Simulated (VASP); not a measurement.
# TiSi40H22Cl4 in VASP: notebook

The runs below take TiSi40H22Cl4 through single point, with PBE+D3(BJ).

Everything below comes from runs of VASP 6.6.1. Logs are shortened: lines on timing, memory, paths and dates and some standing lists are left out, and cuts for length are marked.

## 1. The cell of the first run

The cell holds a slab with vacuum, 67 atoms: a = 7.679 Å, b = 15.358 Å, c = 20.614 Å, α = 90.00°, β = 90.00°, γ = 90.00°.

## 2. Single point, PBE+D3(BJ)

The input, INCAR:

```
SYSTEM = TiSi40H22Cl4
ALGO     = Normal         ! electronic algorithm
EDIFF    = 1E-6           ! SCF threshold, eV
ENCUT    = 520            ! plane-wave cutoff, eV
GGA      = PE             ! functional
ISIF     = 2              ! what is computed and relaxed
ISMEAR   = 0              ! smearing method
IVDW     = 12             ! dispersion correction
LASPH    = .TRUE.         ! aspherical terms in the spheres
LCHARG   = .FALSE.        ! write CHGCAR
LREAL    = Auto         
LWAVE    = .FALSE.        ! write WAVECAR
NBANDS   = 150            ! bands
NELM     = 80             ! most SCF steps
PREC     = Accurate       ! precision mode
SIGMA    = 0.02           ! smearing width, eV
```

The input, KPOINTS:

```
k-points
0
G
  2 1 1
  0 0 0
```

The input, POSCAR:

```
TiSi40H22Cl4
1.0
    7.6791800000      0.0000000000      0.0000000000
    0.0000000000     15.3583590000      0.0000000000
    0.0000000000      0.0000000000     20.6143620000
H Si Ti Cl
22 40 1 4
Direct
    0.4093920000      0.0000000000      0.0485099000
    0.0906080000      0.0000000000      0.0485099000
    0.9093920000      0.0000000000      0.0485099000
    0.5906080000      0.0000000000      0.0485099000
    0.4093920000      0.2500000000      0.0485099000
    0.0906080000      0.2500000000      0.0485099000
    0.9093920000      0.2500000000      0.0485099000
    0.5906080000      0.2500000000      0.0485099000
    0.4093920000      0.5000000000      0.0485099000
    0.0906080000      0.5000000000      0.0485099000
    0.9093920000      0.5000000000      0.0485099000
    0.5906080000      0.5000000000      0.0485099000
    0.4093920000      0.7500000000      0.0485099000
    0.0906080000      0.7500000000      0.0485099000
    0.9093920000      0.7500000000      0.0485099000
    0.5906080000      0.7500000000      0.0485099000
    0.2500159699      0.2358319125      0.4138434814
    0.7500052342      0.2352460095      0.4137852438
    0.2500387653      0.5134084207      0.4147894293
    0.7500132626      0.5130080084      0.4150413716
    0.2499687860      0.7396765203      0.4109800571
    0.7498689467      0.7419667424      0.4131280032
    0.2500000000      0.0000000000      0.0904952000
    0.7500000000      0.0000000000      0.0904952000
    0.2500000000      0.2500000000      0.0904952000
    0.7500000000      0.2500000000      0.0904952000
    0.2500000000      0.5000000000      0.0904952000
    0.7500000000      0.5000000000      0.0904952000
    0.2500000000      0.7500000000      0.0904952000
    0.7500000000      0.7500000000      0.0904952000
    0.2499966437      0.1250039482      0.1542704544
    0.7499979370      0.1249505597      0.1543622804
    0.2499970742      0.3752504873      0.1583928916
    0.7500008540      0.3751483269      0.1583239088
    0.2499843894      0.6249060025      0.1528860596
    0.7499926492      0.6248729760      0.1527384254
    0.2499860170      0.8747584436      0.1577945747
    0.7499916094      0.8748973374      0.1578171770
    0.0001969983      0.1257411206      0.2178200355
    0.4997955323      0.1257398957      0.2178190883
   -0.0001191289      0.3759076582      0.2262436762
    0.5001276892      0.3759036155      0.2262405543
   -0.0002517514      0.6242829283      0.2158697708
    0.5002289579      0.6242784530      0.2158633778
    0.0000241063      0.8728555960      0.2249190737
    0.4999375387      0.8728582204      0.2249146775
    0.0006789415      0.0021528383      0.2861781690
    0.4992947356      0.0021519182      0.2861780383
    0.0002471753      0.2456716983      0.2873777633
    0.4997603107      0.2456698095      0.2873763860
   -0.0005899081      0.5064290332      0.2878196768
    0.5006058118      0.5064237364      0.2878107340
   -0.0013135013      0.7432270397      0.2865627148
    0.5012133917      0.7432261507      0.2865471430
    0.2499845611      0.0508481775      0.3367686786
    0.7499844543      0.0516639085      0.3349357679
    0.2500049905      0.2053842774      0.3447383924
    0.7500035841      0.2055467570      0.3444972852
    0.2500250397      0.5461784024      0.3462269024
    0.7500033921      0.5472437112      0.3468450126
    0.2499545958      0.7027962534      0.3435901601
    0.7499225523      0.7043923333      0.3461560948
    0.2489934119      0.7323582372      0.5346189538
    0.2480339146      0.8693733414      0.5033171094
    0.0126312664      0.6607085973      0.5070532885
    0.4868727620      0.6616796542      0.5074801336
    0.2482401022      0.7357207183      0.6406256127
```

Potentials or basis: VASP PAW PBE potentials, release 64 (H, Si, Ti_sv, Cl).

Run with:

```
cat potpaw_PBE.64/H/POTCAR potpaw_PBE.64/Si/POTCAR potpaw_PBE.64/Ti_sv/POTCAR potpaw_PBE.64/Cl/POTCAR > POTCAR
mpirun -np 1 vasp_std > vasp.out
```

OUTCAR:

```text
SYSTEM = TiSi40H22Cl4
   EDIFF = 1E-6
   ENCUT = 520
   GGA = PE
   ISIF = 2
   ISMEAR = 0
   IVDW = 12
   LASPH = .TRUE.
   LREAL = Auto
   NELM = 80
   PREC = Accurate
 IVDW          = 12

 ion  position               nearest neighbor table
   1  0.409  0.000  0.049-  23 1.50
   2  0.091  0.000  0.049-  23 1.50
   3  0.909  0.000  0.049-  24 1.50
   4  0.591  0.000  0.049-  24 1.50
   5  0.409  0.250  0.049-  25 1.50
   6  0.091  0.250  0.049-  25 1.50
[... 46 lines left out ...]
  53  0.999  0.743  0.287-  43 2.34  61 2.34  62 2.35  45 2.36
  54  0.501  0.743  0.287-  44 2.34  61 2.34  62 2.35  46 2.36
  55  0.250  0.051  0.337-  47 2.30  48 2.30  57 2.38
  56  0.750  0.052  0.335-  48 2.30  47 2.30  58 2.37
  57  0.250  0.205  0.345-  17 1.50  50 2.34  49 2.34  55 2.38
  58  0.750  0.206  0.344-  18 1.50  49 2.34  50 2.34  56 2.37
  59  0.250  0.546  0.346-  19 1.50  52 2.35  51 2.35  61 2.41
  60  0.750  0.547  0.347-  20 1.50  51 2.35  52 2.35  62 2.41
  61  0.250  0.703  0.344-  21 1.50  53 2.34  54 2.34  59 2.41
  62  0.750  0.704  0.346-  22 1.50  54 2.35  53 2.35  60 2.41
  63  0.249  0.732  0.535-  67 2.19  66 2.20  65 2.20  64 2.20
  64  0.248  0.869  0.503-  63 2.20
  65  0.013  0.661  0.507-  63 2.20
  66  0.487  0.662  0.507-  63 2.20
  67  0.248  0.736  0.641-  63 2.19

  LATTYP: Found a simple orthorhombic cell.
 ALAT       =     7.6791800000
 B/A-ratio  =     1.9999998698
 C/A-ratio  =     2.6844483395

  Lattice vectors:

 A1 = (   7.6791800000,   0.0000000000,   0.0000000000)
 A2 = (   0.0000000000,  15.3583590000,   0.0000000000)
 A3 = (   0.0000000000,   0.0000000000,  20.6143620000)

Analysis of symmetry for initial positions (statically):
=====================================================================
 Subroutine PRICEL returns:
 Original cell was already a primitive cell.

 Routine SETGRP: Setting up the symmetry group for a
 simple orthorhombic supercell.

 Subroutine GETGRP returns: Found  1 space group operations
 (whereof  1 operations were pure point group operations)
 out of a pool of  8 trial point group operations.

The static configuration has the point symmetry C_1 .

Analysis of symmetry for dynamics (positions and initial velocities):
=====================================================================
 Subroutine PRICEL returns:
 Original cell was already a primitive cell.

 Routine SETGRP: Setting up the symmetry group for a
 simple orthorhombic supercell.

 Subroutine GETGRP returns: Found  1 space group operations
 (whereof  1 operations were pure point group operations)
 out of a pool of  8 trial point group operations.

The dynamic configuration has the point symmetry C_1 .

 Subroutine INISYM returns: Found  1 space group operations
 (whereof  1 operations are pure point group operations),
 and found     1 'primitive' translations

----------------------------------------------------------------------------------------

                                     Primitive cell

  volume of cell :    2431.2497

  direct lattice vectors                    reciprocal lattice vectors
     7.679180000  0.000000000  0.000000000     0.130222237  0.000000000  0.000000000
     0.000000000 15.358359000  0.000000000     0.000000000  0.065111123  0.000000000
     0.000000000  0.000000000 20.614362000     0.000000000  0.000000000  0.048509869

  length of vectors
     7.679180000 15.358359000 20.614362000     0.130222237  0.065111123  0.048509869

  position of ions in fractional coordinates (direct lattice)
     0.409392000  0.000000000  0.048509900
     0.090608000  0.000000000  0.048509900
     0.909392000  0.000000000  0.048509900
[... 155 lines left out ...]

 Subroutine IBZKPT returns following result:
 ===========================================

 Found      2 irreducible k-points:

 Following reciprocal coordinates:
            Coordinates               Weight
  0.000000  0.000000  0.000000      1.000000
  0.500000  0.000000  0.000000      1.000000
   k-points           NKPTS =      2   k-points in BZ     NKDIM =      2   number of bands    NBANDS=    150
   number of dos      NEDOS =    301   number of ions     NIONS =     67
   total plane-waves  NPLWV = ******
   dimension x,y,z NGX =    60 NGY =  120 NGZ =  160
   dimension x,y,z NGXF=   120 NGYF=  240 NGZF=  320
   ions per type =              22  40   1   4
   NGX,Y,Z   is equivalent  to a cutoff of  12.99, 12.99, 12.90 a.u.
   NGXF,Y,Z  is equivalent  to a cutoff of  25.98, 25.98, 25.81 a.u.
 SYSTEM =  TiSi40H22Cl4
   PREC   = accura    normal or accurate (medium, high low for compatibility)
   ISTART =      0    job   : 0-new  1-cont  2-samecut
   ICHARG =      2    charge: 1-file 2-atom 10-const
   ISPIN  =      1    spin polarized calculation?
   LNONCOLLINEAR =      F non collinear calculations
   LSORBIT =      F    spin-orbit coupling
   LASPH  =      T    aspherical Exc in radial PAW
   ENCUT  =  520.0 eV  38.22 Ry    6.18 a.u.  14.28 28.56 38.33*2*pi/ulx,y,z
   NELM   =     80;   NELMIN=  2; NELMDL= -5     # of ELM steps
   EDIFF  = 0.1E-05   stopping-criterion for ELM
   LREAL  =      T    real-space projection
   EDIFFG = 0.1E-04   stopping-criterion for IOM
   NSW    =      0    number of steps for IOM
   IBRION =     -1    ionic relax: 0-MD 1-quasi-New 2-CG
   NFREE  =      0    steps in history (QN), initial steepest desc. (CG)
   ISIF   =      2    stress and relaxation
   ISYM   =      2    0-nonsym 1-usesym 2-fastsym
   POTIM  = 0.5000    time-step for ionic-motion
   TEBEG  =    0.0;   TEEND  =   0.0 temperature during run
   PSTRESS=    0.0 pullay stress
   NELECT =     222.0000    total number of electrons
   NUPDOWN=      -1.0000    fix difference up-down
   EMIN   =  10.00;   EMAX   =-10.00  energy-range for DOS
   EFERMI =   0.00;   METHOD = LEGACY
   ISMEAR =     0;   SIGMA  =   0.02  broadening in eV -4-tet -1-fermi 0-gaus
   EFERMI_NEDOS =   21; number of points for ismear=-14 and -15
   IALGO  =     38    algorithm
   IMIX   =      4    mixing-type and parameters
     AMIX     =   0.40;   BMIX     =  1.00
     AMIX_MAG =   1.60;   BMIX_MAG =  1.00
  volume/ion in A,a.u.               =      36.29       244.88
  Fermi-wavevector in a.u.,A,eV,Ry     =   0.737195  1.393097  7.394183  0.543457
  Thomas-Fermi vector in A             =   1.830818
   LORBIT       =      0    0 simple, 1 ext, 2 COOP (PROOUT), +10 PAW based schemes
   GGA     = PE    functional components
   LHFCALC =     F    Hartree Fock is set to
   AEXX    =    0.0000 exact exchange contribution
   IVDW    =    12    specifies the selected vdW correction
   LEPSILON=     F    determine dielectric tensor
   LRPA    =     F    only Hartree local field effects (RPA)
 non-spin polarized calculation
 Gauss-broadening in eV      SIGMA  =   0.02
  energy-cutoff  :      520.00
  volume of cell :     2431.25
 maximum number of plane-waves:     65584
 NGX is ok and might be reduce to    60
   NGX = 29   NGY = 57   NGZ = 77

 number of electron     222.0000004 magnetization

 Free energy of the ion-electron system (eV)
  ---------------------------------------------------
  ext. energy  EPLUGINS =         0.00000000
  ---------------------------------------------------
  free energy    TOTEN  =      -304.99587262 eV

  energy without entropy =     -304.99460095  energy(sigma->0) =     -304.99523678

 E-fermi :  -0.3983     XC(G=0):  -4.6281

 val. band max:       -0.4280836332   @ k =   0.0000   0.0000   0.0000
 cond. band min:      -0.3672202159   @ k =   0.5000   0.0000   0.0000
 fundamental gap:      0.0608634173
 Fermi energy:        -0.3982710079

 k-point     1 :       0.0000    0.0000    0.0000
  band No.  band energies     occupation
      1     -59.6491      2.00000
      2     -35.9219      2.00000
      3     -35.9096      2.00000
      4     -35.8785      2.00000
      5     -16.7046      2.00000
      6     -16.4229      2.00000
[... 115 lines left out ...]
    122       0.8676      0.00000
    123       0.9896      0.00000

 k-point     2 :       0.5000    0.0000    0.0000
  band No.  band energies     occupation
      1     -59.6491      2.00000
      2     -35.9219      2.00000
      3     -35.9096      2.00000
      4     -35.8785      2.00000
      5     -16.6901      2.00000
      6     -16.4507      2.00000
[... 115 lines left out ...]
    122       1.3507      0.00000
    123       1.3521      0.00000
 [bands above 123 left out]

------------------------ aborting loop because EDIFF is reached ----------------------------------------

 Edisp (eV)  -10.80698

 E8    (eV) :    -4.4327

  FORCE on cell =-STRESS in cart. coord.  units (eV):
  Direction    XX          YY          ZZ          XY          YZ          ZX
  --------------------------------------------------------------------------------------
  -------------------------------------------------------------------------------------
  Total      30.83846    -5.04932    -0.92195     0.00169     0.00390     0.00682
  in kB      20.32234    -3.32747    -0.60756     0.00112     0.00257     0.00449
  external pressure =        5.46 kB  Pullay stress =        0.00 kB

 VOLUME and BASIS-vectors are now :
 -----------------------------------------------------------------------------
  energy-cutoff  :      520.00
  volume of cell :     2431.25
      direct lattice vectors                 reciprocal lattice vectors
     7.679180000  0.000000000  0.000000000     0.130222237  0.000000000  0.000000000
     0.000000000 15.358359000  0.000000000     0.000000000  0.065111123  0.000000000
     0.000000000  0.000000000 20.614362000     0.000000000  0.000000000  0.048509869

 POSITION                                       TOTAL-FORCE (eV/Angst)
 -----------------------------------------------------------------------------------
      3.14379      0.00000      1.00000        -0.623901     -0.081255      0.021525
      0.69580      0.00000      1.00000         0.623868     -0.081107      0.021397
      6.98338      0.00000      1.00000        -0.623581     -0.079599      0.021714
      4.53539      0.00000      1.00000         0.623536     -0.079536      0.021669
      3.14379      3.83959      1.00000        -0.614240      0.089563      0.005062
      0.69580      3.83959      1.00000         0.614168      0.089531      0.005011
[... 59 lines left out ...]
      3.73878     10.16231     10.46138        -0.002801      0.000040     -0.000073
      1.90628     11.29946     13.20609         0.000297     -0.000406     -0.006724
 -----------------------------------------------------------------------------------
    total drift:                                0.002795      0.006422     -0.004572

  FREE ENERGIE OF THE ION-ELECTRON SYSTEM (eV)
  ---------------------------------------------------
  free  energy   TOTEN  =      -315.8028485341 eV

  energy  without entropy=     -315.8015768572  energy(sigma->0) =     -315.80221270
```

It took 41 min on 1 thread of Intel Xeon Platinum 8488C (Sapphire Rapids), shared host; peak memory 2.1 GiB.

What came out:

- Free energy: -315.8028 eV
- Largest force: 0.630 eV/Å
- Band gap on the k mesh: zero (bands 111 and 112 overlap by 0.06 eV)
- Dispersion energy per atom: -0.161 eV

Forces on the atoms (eV/Å):
```
H   -0.624 -0.081  0.022
H    0.624 -0.081  0.021
H   -0.624 -0.080  0.022
H    0.624 -0.080  0.022
H   -0.614  0.090  0.005
H    0.614  0.090  0.005
H   -0.614  0.087  0.005
H    0.614  0.087  0.005
H   -0.620 -0.080  0.010
H    0.620 -0.080  0.010
H   -0.621 -0.083  0.008
H    0.621 -0.083  0.008
H   -0.624  0.080  0.011
H    0.624  0.080  0.011
H   -0.624  0.082  0.010
H    0.624  0.082  0.010
H    0.000 -0.002  0.000
H    0.000 -0.002 -0.003
H    0.000  0.006 -0.010
H    0.000  0.004 -0.008
H    0.000  0.005 -0.002
H    0.000 -0.003 -0.004
Si   0.000 -0.094  0.071
Si   0.000 -0.085  0.070
Si   0.000  0.156  0.044
Si   0.000  0.135  0.047
Si   0.000 -0.249 -0.074
Si   0.000 -0.265 -0.088
Si   0.000  0.185 -0.088
Si   0.000  0.202 -0.089
Si   0.000 -0.011 -0.004
Si   0.000 -0.007 -0.008
Si   0.000  0.003  0.001
Si   0.000  0.005  0.001
Si   0.000 -0.003  0.002
Si   0.000 -0.007  0.002
Si   0.000  0.005  0.004
Si   0.000 -0.002  0.002
Si  -0.004  0.007 -0.022
Si   0.004  0.007 -0.022
Si  -0.001 -0.001 -0.007
Si   0.000 -0.001 -0.007
Si  -0.004  0.006 -0.006
Si   0.003  0.006 -0.006
Si   0.000 -0.003 -0.005
Si   0.001 -0.003 -0.006
Si  -0.006 -0.002  0.000
Si   0.005 -0.002  0.000
Si  -0.001 -0.023  0.011
Si   0.001 -0.023  0.011
Si   0.001 -0.006 -0.006
Si   0.000 -0.006 -0.005
Si   0.000 -0.010  0.005
Si  -0.002 -0.010  0.005
Si   0.000  0.021 -0.015
Si   0.000  0.008  0.002
Si   0.000  0.002  0.013
Si   0.000  0.011  0.006
Si  -0.001  0.002  0.009
Si  -0.001  0.003  0.007
Si   0.000  0.004  0.000
Si   0.001  0.007 -0.001
Ti   0.003  0.010 -0.005
Cl   0.000 -0.007 -0.002
Cl   0.002  0.000  0.000
Cl  -0.003  0.000  0.000
Cl   0.000  0.000 -0.007
```

Levels at points of the mesh, in eV from the Fermi level:
```
           k point  band 107  band 108  band 109  band 110  band 111  band 112  band 113  band 114  band 115  band 116
(0.00, 0.00, 0.00)     -1.26     -1.07     -1.01     -0.84     -0.43     -0.03      0.04      0.05      0.62      0.77
(0.50, 0.00, 0.00)     -1.52     -1.51     -1.16     -1.16      0.03      0.05      0.11      0.14      0.75      0.80
```

Caveat: the k points lie up to 0.41 Å⁻¹ apart.

[end of part 1 of 2]
